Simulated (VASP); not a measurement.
BaS: single point with PBE

The system is BaS.

```
CELL_PARAMETERS angstrom
0.00000 3.19375 3.19375
3.19375 0.00000 3.19375
3.19375 3.19375 0.00000
ATOMIC_POSITIONS crystal
Ba 0.00000 0.00000 0.00000
S 0.50000 0.50000 0.50000
```

```
Program             : VASP 6.6.1
Task                : single point
Functional          : PBE
Potentials or basis : VASP PAW PBE potentials, release 64 (Ba_sv, S)
Cutoff              : 520 eV
k mesh              : 7 × 7 × 7
Occupations         : methfessel-paxton, width 0.1 eV
Spin                : non-collinear spin, zero start, spin-orbit coupling
Starting moments    : [[0.0, 0.0, 0.0], [0.0, 0.0, 0.0]] μB
```

```json
{
  "Pressure": "1.4 GPa",
  "Net moment": "0.00 μB per cell",
  "Valence electrons inside the program's atomic spheres": "Ba 7.91; S 3.75"
}
```

Moments on the atoms (μB; x, y, z):
```
Ba  0.00 0.00 0.00
S   0.00 0.00 0.00
```

Wall time 45 s on 1 thread of Intel(R) Xeon(R) 6975P-C (Granite Rapids), on a shared host, peak memory 0.39 GiB.
